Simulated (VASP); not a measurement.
Write the native input for VASP 6.6.1 that does the following.

```
Task                   : single point
Functional             : PBEsol
Potentials or basis    : VASP PAW PBE potentials, release 64 (Al, Pt)
Cutoff                 : 520 eV
k mesh                 : 15 × 15 × 15
Occupations            : fermi-dirac, width 0.1 eV
Spin                   : no spin polarisation
Dipole correction      : no
Further INCAR settings : ALGO = Normal; EDIFF = 1e-06; NBANDS = 14
```

The structure of AlPt lies in POSCAR:

```
AlPt
1.0
    3.0603248916      0.0000000000      0.0000000000
    0.0000000000      3.0603248916      0.0000000000
    0.0000000000      0.0000000000      3.0603248916
Al Pt
1 1
Direct
    0.0000000000      0.0000000000      0.0000000000
    0.5000000000      0.5000000000      0.5000000000
```

One way to write it, as run:

INCAR

```
PREC = Accurate ; ENCUT = 520
EDIFF = 1E-6 ; ISMEAR = -1
SIGMA = 0.1 ; LREAL = F
LASPH = T ; NELM = 100
ALGO = Normal ; ISIF = 2
LWAVE = F ; LCHARG = F
GGA = PS ; NBANDS = 14
```

KPOINTS

```
Automatic mesh
0
Gamma
  15 15 15
```

Potentials or basis: VASP PAW PBE potentials, release 64 (Al, Pt).

Run with:

```console
$ cat potpaw_PBE.64/Al/POTCAR potpaw_PBE.64/Pt/POTCAR > POTCAR
$ mpirun -np 1 vasp_std > vasp.out
```

Results of the run:

```json
{
 "Pressure": "0.0 GPa",
 "Band gap on the k mesh": "zero (an odd number of electrons rules out a gap without spin polarisation)"
}
```

Caveat: the PAW data sets were made with another functional, which shifts forces and pressure a little; spin-orbit coupling is left out, which moves the levels of the heavy elements.

It took 18 s on 1 thread of Intel(R) Xeon(R) Platinum 8259CL CPU @ 2.50GHz (Skylake/Cascade Lake), on a shared host, peak memory 0.18 GiB.
